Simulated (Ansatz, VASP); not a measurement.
# Two plane-wave programs on Li3ClO

INCAR

```
SYSTEM = Li3ClO
PREC = Accurate
ENCUT = 520
EDIFF = 1E-7
ISMEAR = 0
SIGMA = 0.05
LREAL = .False.
LASPH = .True.
NELM = 100
ALGO = Normal
ISIF = 2
LWAVE = .False.
LCHARG = .True.
GGA = CA
LELF = .True.
LVHAR = .True.
NBANDS = 19
```

The input KPOINTS:

```
Automatic mesh
0
Gamma
  6 6 6
  0 0 0
```

File POSCAR:

```
Li3ClO
1.0
    4.1259031461      0.0000000000      0.0000000000
    0.0000000000      4.1259031461      0.0000000000
    0.0000000000      0.0000000000      3.5070176742
Li Cl O
3 1 1
Direct
    0.0000000000      0.5000000000      0.5000000000
    0.5000000000      0.0000000000      0.5000000000
    0.5000000000      0.5000000000      0.0000000000
    0.0000000000      0.0000000000      0.0000000000
    0.5000000000      0.5000000000      0.5000000000
```

Input for Ansatz:

```yaml
crystal:
  lattice:
    - [4.1259031461, 0.0, 0.0]
    - [0.0, 4.1259031461, 0.0]
    - [0.0, 0.0, 3.5070176742]
  atoms:
    - { symbol: Li, position: [0.0, 0.5, 0.5] }
    - { symbol: Li, position: [0.5, 0.0, 0.5] }
    - { symbol: Li, position: [0.5, 0.5, 0.0] }
    - { symbol: Cl, position: [0.0, 0.0, 0.0] }
    - { symbol: O, position: [0.5, 0.5, 0.5] }
basis:
  ecutwfc: 420
kpoints:
  mp_grid: { grid: [6, 6, 6] }
hamiltonian:
  xc: lda
scf:
  occupations: { method: gaussian, width: 0.05 }
output:
  forces: true
  stress: true
  eigenvalues: true
```

Alike in both runs: task single point; functional LDA; k mesh 6 × 6 × 6; occupations gaussian, width 0.05 eV; no spin polarisation.

|  | VASP | Ansatz |
| --- | --- | --- |
| version | VASP 6.6.1 | Ansatz 0.2.0 |
| potentials or method | VASP PAW LDA potentials, release 64 (Li_sv, Cl, O), cutoff 520 eV | scalar-relativistic, plane waves, PAW |
| valence electrons in the cell | 22 | 22 |

|  | VASP | Ansatz | Ansatz less VASP |
| --- | --- | --- | --- |
| gap on the k mesh at the Fermi level (eV) | 4.26 | 4.26 | -0.001 |
| least direct gap on the mesh (eV) | 4.26 | 4.26 | -0.001 |

LDA's correlation is that of Perdew and Zunger in VASP and of Perdew and Wang (1992) in Ansatz.

Noted on VASP's run: the cutoff is short for stress, so the pressure is rough.
